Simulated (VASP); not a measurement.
Input of a VASP 6.6.1 run:

INCAR

```
PREC     = Accurate       # precision mode
ENCUT    = 600            # plane-wave cutoff, eV
EDIFF    = 1E-7           # SCF threshold, eV
ISMEAR   = 0              # smearing method
SIGMA    = 0.2            # smearing width, eV
LREAL    = False          # projectors in reciprocal space
LASPH    = True           # aspherical terms in the spheres
NELM     = 100            # most SCF steps
ALGO     = Normal         # electronic algorithm
ISIF     = 3              # what is computed and relaxed
LWAVE    = False          # write WAVECAR
LCHARG   = False          # write CHGCAR
GGA      = PE             # functional
IBRION   = 2              # ionic algorithm
NSW      = 36             # ionic steps
EDIFFG   = -0.08          # ionic threshold
```

Contents of KPOINTS:

```
Automatic mesh
0
Gamma
  4 4 4
```

The input POSCAR:

```
CdCu3Mo
1.0
    4.7808180500      0.0000000000      0.0000000000
   -2.3904090300      4.1403098800      0.0000000000
    0.0000000000      0.0000000000      4.4592496100
Cd Cu Mo
1 3 1
Direct
    0.0000000000      0.0000000000      0.0000000000
    0.5000000000      0.0000000000      0.5000000000
    0.0000000000      0.5000000000      0.5000000000
    0.5000000000      0.5000000000      0.5000000000
    0.0000000000      0.0000000000      0.5000000000
```

Potentials or basis: VASP PAW PBE potentials, release 64 (Cd, Cu, Mo_sv).

Run with:

```console
$ cat potpaw_PBE.64/Cd/POTCAR potpaw_PBE.64/Cu/POTCAR potpaw_PBE.64/Mo_sv/POTCAR > POTCAR
$ mpirun -np 1 vasp_std > vasp.out
```

**Question.** Predict the relaxed volume.

**Answer.** 23.51 Å³/atom.

**Question.** What does it give for the relaxed cell?

**Answer.** a = 4.977 Å, b = 4.977 Å, c = 5.480 Å, α = 90.00°, β = 90.00°, γ = 120.00°.

**Question.** What does it give for the space group after relaxing (to 0.05 Å)?

**Answer.** P6/mmm (No. 191).

Final structure:
```yaml
crystal:
  lattice:
    - [4.97695, 0.00000, 0.00000]
    - [-2.48848, 4.31017, 0.00000]
    - [0.00000, 0.00000, 5.48025]
  atoms:
    - { symbol: Cd, position: [0.00000, 0.00000, 0.00000] }
    - { symbol: Cu, position: [0.50000, 0.00000, 0.50000] }
    - { symbol: Cu, position: [0.00000, 0.50000, 0.50000] }
    - { symbol: Cu, position: [0.50000, 0.50000, 0.50000] }
    - { symbol: Mo, position: [0.00000, 0.00000, 0.50000] }
```

Caveat: the k points lie up to 0.36 Å⁻¹ apart in the final cell; the volume moved by over 15 % at a fixed basis, so the end points are rough.
